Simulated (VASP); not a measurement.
Write the native input for VASP 6.6.1 that does the following.

```yaml
Task: single point
Functional: r2SCAN
Potentials_or_basis: VASP PAW PBE potentials, release 64 (Si, O)
Cutoff: 520 eV
k_mesh: 6 × 6 × 8
Occupations: gaussian, width 0.02 eV
Spin: no spin polarisation
Dipole_correction: no
Further_INCAR_settings: ALGO = Normal; EDIFF = 1e-07; NBANDS = 25
```

The system is SiO2 (Stishovite).

```
CELL_PARAMETERS angstrom
4.18514 0.00000 0.00000
0.00000 4.18514 0.00000
0.00000 0.00000 2.66895
ATOMIC_POSITIONS crystal
Si 0.00000 0.00000 0.00000
Si 0.50000 0.50000 0.50000
O 0.30610 0.30610 0.00000
O 0.19390 0.80610 0.50000
O 0.69390 0.69390 0.00000
O 0.80610 0.19390 0.50000
```

One way to write it, as run:

POSCAR

```
SiO2
1.0
    4.1851380984      0.0000000000      0.0000000000
    0.0000000000      4.1851380984      0.0000000000
    0.0000000000      0.0000000000      2.6689486902
Si O
2 4
Direct
    0.0000000000      0.0000000000      0.0000000000
    0.5000000000      0.5000000000      0.5000000000
    0.3060983529      0.3060983529      0.0000000000
    0.1939016471      0.8060983529      0.5000000000
    0.6939016471      0.6939016471      0.0000000000
    0.8060983529      0.1939016471      0.5000000000
```

INCAR.step1

```
SYSTEM = SiO2
PREC = Accurate
ENCUT = 520
ISMEAR = 0
SIGMA = 0.02
LREAL = .False.
LASPH = .True.
NELM = 100
NBANDS = 25
GGA = PE
ALGO = Normal
EDIFF = 1E-4
LWAVE = .True.
LCHARG = .False.
```

INCAR.step2

```
SYSTEM = SiO2
PREC = Accurate
ENCUT = 520
EDIFF = 1E-7
ISMEAR = 0
SIGMA = 0.02
LREAL = .False.
LASPH = .True.
NELM = 100
ALGO = Normal
ISIF = 2
LWAVE = .False.
LCHARG = .True.
METAGGA = R2SCAN
LMIXTAU = .True.
LELF = .True.
LVHAR = .True.
NBANDS = 25
ISTART = 1
```

KPOINTS

```
Automatic mesh
0
Gamma
  6 6 8
  0 0 0
```

Potentials or basis: VASP PAW PBE potentials, release 64 (Si, O).

The run is started by

```sh
$ cat potpaw_PBE.64/Si/POTCAR potpaw_PBE.64/O/POTCAR > POTCAR
$ cp INCAR.step1 INCAR
$ mpirun -np 1 vasp_std > vasp.out
$ cp INCAR.step2 INCAR
$ mpirun -np 1 vasp_std > vasp.out
```

It gave:

```json
{
 "Pressure": "0.4 GPa",
 "Largest force": "0.021 eV/Å",
 "Band gap on the k mesh": "6.51 eV, direct"
}
```

Caveat: the PAW data sets were made with another functional, which shifts forces and pressure a little.

Run time: 2.3 min on 1 thread of Intel(R) Xeon(R) Platinum 8259CL CPU @ 2.50GHz (Skylake/Cascade Lake), with other jobs on the host, peak memory 0.18 GiB.
